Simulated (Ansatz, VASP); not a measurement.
Zr3TiC4: VASP beside Ansatz

INCAR

```
PREC     = Accurate       # precision mode
ENCUT    = 600            # plane-wave cutoff, eV
EDIFF    = 1E-6           # SCF threshold, eV
ISMEAR   = 0              # smearing method
SIGMA    = 0.1            # smearing width, eV
LREAL    = False          # projectors in reciprocal space
LASPH    = True           # aspherical terms in the spheres
NELM     = 60             # most SCF steps
ALGO     = Normal         # electronic algorithm
ISIF     = 3              # what is computed and relaxed
LWAVE    = False          # write WAVECAR
LCHARG   = False          # write CHGCAR
GGA      = PE             # functional
IBRION   = 2              # ionic algorithm
NSW      = 90             # ionic steps
EDIFFG   = -0.04          # ionic threshold
```

File KPOINTS:

```
Automatic mesh
0
Gamma
  6 4 4
```

Contents of POSCAR:

```
Zr3TiC4
1.0
    3.4511668400      0.0000000000      0.0000000000
    0.0000000000      4.8806869600      0.0000000000
    0.0000000000      0.0000000000      6.9023336900
Zr Ti C
3 1 4
Direct
    0.0000000000      0.5000000000      0.7500000000
    0.5000000000      0.0000000000      0.0000000000
    0.0000000000      0.5000000000      0.2500000000
    0.5000000000      0.0000000000      0.5000000000
    0.0000000000      0.0000000000      0.7500000000
    0.5000000000      0.5000000000      0.0000000000
    0.0000000000      0.0000000000      0.2500000000
    0.5000000000      0.5000000000      0.5000000000
```

Input for Ansatz:

```yaml
crystal:
  lattice:
    - [3.45116684, 0.0, 0.0]
    - [0.0, 4.88068696, 0.0]
    - [0.0, 0.0, 6.90233369]
  atoms:
    - { symbol: Zr, position: [0.0, 0.5, 0.75] }
    - { symbol: Zr, position: [0.5, 0.0, 0.0] }
    - { symbol: Zr, position: [0.0, 0.5, 0.25] }
    - { symbol: Ti, position: [0.5, 0.0, 0.5] }
    - { symbol: C, position: [0.0, 0.0, 0.75] }
    - { symbol: C, position: [0.5, 0.5, 0.0] }
    - { symbol: C, position: [0.0, 0.0, 0.25] }
    - { symbol: C, position: [0.5, 0.5, 0.5] }
basis:
  ecutwfc: 420
kpoints:
  mp_grid: { grid: [6, 4, 4] }
hamiltonian:
  xc: pbe
scf:
  occupations: { method: gaussian, width: 0.1 }
  lower_state_search: "off"
output:
  forces: true
  stress: true
  eigenvalues: true
relax:
  adjacent_minimum: "off"
  f_tol: 0.04
  max_steps: 70
  cell: { stress_tol: 0.4 }
```

Alike in both runs: task relaxation of cell and atoms; functional PBE; k mesh 6 × 4 × 4; occupations gaussian, width 0.1 eV; no spin polarisation.

```csv
,VASP,Ansatz
version,VASP 6.6.1,Ansatz 0.2.0
potentials or method,"VASP PAW PBE potentials, release 64 (Zr_sv, Ti_sv, C), cutoff 600 eV","scalar-relativistic, plane waves, PAW"
valence electrons in the cell,64,64
```

Ansatz gave:

| Item | Value |
| --- | --- |
| gap on the k mesh at the Fermi level, each at its own relaxed structure (eV) | none |
| relaxed volume (Å³/atom) | 12.40 |
| relaxed length of the cell vector where the two differ most in proportion (Å) | 4.627 |

Task: Estimate VASP's values.

Result: gap on the k mesh at the Fermi level, each at its own relaxed structure (eV): none; relaxed volume (Å³/atom): 12.39; relaxed length of the cell vector where the two differ most in proportion (Å): 4.624.

A gap of «none» marks a metal or a gap that the smearing closes.
